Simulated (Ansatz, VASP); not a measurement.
**Two plane-wave programs on Na**

```xyz
2
Lattice="5.0119 0.0000 0.0000 -2.5059 4.3404 0.0000 0.0000 0.0000 3.6482" Properties=species:S:1:pos:R:3 pbc="T T T"
Na    0.0000    2.8936    1.8241
Na    2.5059    1.4468    1.8241
```

Alike in both runs: task relaxation of cell and atoms; functional PBE; k mesh 6 × 6 × 6; occupations gaussian, width 0.1 eV; no spin polarisation.

```csv
,VASP,Ansatz
version,VASP 6.6.1,Ansatz 0.2.0
potentials or method,"VASP PAW PBE potentials, release 64 (Na_pv), cutoff 600 eV","scalar-relativistic, plane waves, PAW"
valence electrons in the cell,14,18
```

Ansatz gave:

- gap on the k mesh at the Fermi level, each at its own relaxed structure (eV): none
- relaxed volume (Å³/atom): 48.04
- relaxed cell length with the largest relative difference (Å): 5.732

Question: Which values does VASP return?

Answer: gap on the k mesh at the Fermi level, each at its own relaxed structure (eV): none; relaxed volume (Å³/atom): 49.91; relaxed cell length with the largest relative difference (Å): 5.812.

A gap of «none» marks a metal or a gap that the smearing closes. VASP's potentials hold 14 valence electrons a cell and Ansatz's 18, so a difference there can come from the potentials and not from the codes.

Noted on VASP's run: the volume moved by over 15 % at a fixed basis, so the end points are rough.
